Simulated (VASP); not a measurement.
Write the native input for VASP 6.6.1 that does the following.

```
Task                   : single point
Functional             : PBE
Potentials or basis    : VASP PAW PBE potentials, release 64 (Al, B, N)
Cutoff                 : 600 eV
k mesh                 : 3 × 3 × 3
Occupations            : gaussian, width 0.15 eV
Spin                   : no spin polarisation
Dipole correction      : no
Further INCAR settings : ALGO = Normal; EDIFF = 1e-06; NBANDS = 20
```

The structure of Al3BN2 lies in POSCAR:

```
Al3BN2
1.0
    5.1104854044      0.0000000000      0.0000000000
   -2.5552427022      4.4258101859      0.0000000000
    0.0000000000      0.0000000000      2.7474562044
Al B N
3 1 2
Direct
    0.0000000000      0.5000000000      1.0283162596
    0.5000000000      0.0000000000      1.0283162596
    0.5000000000      0.5000000000      1.0283162596
    0.0000000000      0.0000000000      0.0281995181
    0.6666666667      0.3333333333      0.5284233066
    0.3333333333      0.6666666667      0.5284233066
```

The input as run:

INCAR

```
PREC = Accurate
ENCUT = 600
EDIFF = 1E-6
ISMEAR = 0
SIGMA = 0.15
LREAL = F
LASPH = T
NELM = 120
ALGO = Normal
ISIF = 2
LWAVE = F
LCHARG = F
GGA = PE
NBANDS = 20
GGA_COMPAT = F
```

KPOINTS

```
Automatic mesh
0
Gamma
  3 3 3
```

Potentials or basis: VASP PAW PBE potentials, release 64 (Al, B, N).

Run with:

```sh
$ cat potpaw_PBE.64/Al/POTCAR potpaw_PBE.64/B/POTCAR potpaw_PBE.64/N/POTCAR > POTCAR
$ mpirun -np 1 vasp_std > vasp.out
```

Results of the run:

```yaml
Pressure: -0.3 GPa
Largest_force: 0.004 eV/Å
Band_gap_on_the_k_mesh: 0.19 eV, indirect (least direct gap 0.55 eV)
```

Caveat: the k points lie up to 0.76 Å⁻¹ apart.

It took 20 s on 1 thread of Intel Xeon 8259CL, with other jobs on the host, peak memory 0.19 GiB.
